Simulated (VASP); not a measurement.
Write the native input for VASP 6.6.1 that does the following.

```yaml
Task: single point
Functional: LDA
Potentials_or_basis: VASP PAW LDA potentials, release 64 (Co)
Cutoff: 520 eV
k_mesh: 15 × 15 × 8
Occupations: methfessel-paxton, width 0.1 eV
Spin: collinear spin, ferromagnetic start
Starting_moments: "[1.558, 1.558] μB"
Dipole_correction: no
Further_INCAR_settings: ALGO = Normal; EDIFF = 1e-06; NBANDS = 20
```

The structure of Co lies in POSCAR:

```
Co
1.0
    2.4273810165      0.0000000000      0.0000000000
   -1.2136905082      2.1021736250      0.0000000000
    0.0000000000      0.0000000000      3.9230481332
Co
2
Direct
    0.3333333333      0.6666666667      0.2500000000
    0.6666666667      0.3333333333      0.7500000000
```

The input as run:

INCAR

```
PREC     = Accurate       # precision mode
ENCUT    = 520            # plane-wave cutoff, eV
EDIFF    = 1E-6           # SCF threshold, eV
ISMEAR   = 1              # smearing method
SIGMA    = 0.1            # smearing width, eV
LREAL    = False          # projectors in reciprocal space
LASPH    = True           # aspherical terms in the spheres
NELM     = 150            # most SCF steps
ALGO     = Normal         # electronic algorithm
ISIF     = 2              # what is computed and relaxed
LWAVE    = False          # write WAVECAR
LCHARG   = True           # write CHGCAR
ISPIN    = 2              # spin polarisation
MAGMOM   = 1.558 1.558    # initial moments
LORBIT   = 11             # projections on sites
LMAXMIX  = 4              # l up to which the mixer works
LELF     = True           # ELF
LVHAR    = True         
NBANDS   = 20             # bands
```

KPOINTS

```
Automatic mesh
0
Gamma
  15 15 8
```

Potentials or basis: VASP PAW LDA potentials, release 64 (Co).

Command:

```sh
$ cat potpaw_LDA.64/Co/POTCAR > POTCAR
$ mpirun -np 1 vasp_std > vasp.out
```

Results of the run:

The pressure is -1.0 GPa. The net moment is 3.00 μB per cell. The site moments are Co +1.49 μB and the valence electrons inside the program's atomic spheres are Co 8.45.

Run time: 120 s on 1 thread of Intel Xeon 6975P-C (shared host), peak memory 0.18 GiB.
